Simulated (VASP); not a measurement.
CdSe, 4 atoms in the cell. The structure is monoclinic, space group P2_1 (No. 4). Conventional cell: a = 4.303 Å, b = 7.077 Å, c = 4.341 Å, α = 90.00°, β = 119.14°, γ = 90.00°. Cd (site symmetry 1) has 4 Se at 2.65 to 2.66 Å within 3.5 Å. Se (site symmetry 1) has 4 Cd at 2.65 to 2.66 Å within 3.5 Å.  This cell differs from its parent crystal: shear xy strain -2.0%.

- Program: VASP 6.6.1
- Task: single point
- Functional: PBE
- Potentials or basis: VASP PAW PBE potentials, release 64 (Cd, Se)
- Cutoff: 520 eV
- k mesh: 12 × 12 × 4
- Occupations: fermi-dirac, width 0.02 eV
- Spin: no spin polarisation
- Dipole correction: no
- Further INCAR settings: ALGO = Normal; EDIFF = 1e-06; NBANDS = 26

Potentials or basis: VASP PAW PBE potentials, release 64 (Cd, Se).

Command:

```console
$ cat potpaw_PBE.64/Cd/POTCAR potpaw_PBE.64/Se/POTCAR > POTCAR
$ mpirun -np 1 vasp_std > vasp.out
```

Hardware: 1 thread of Intel(R) Xeon(R) 6975P-C (Granite Rapids), on a shared host.

Problem. Estimate the wall time of this run.

Solution. It took 3.3 min on 1 thread of Intel(R) Xeon(R) 6975P-C (Granite Rapids) (shared host), peak memory 0.67 GiB. Counts: scf iterations 14, k points 222.
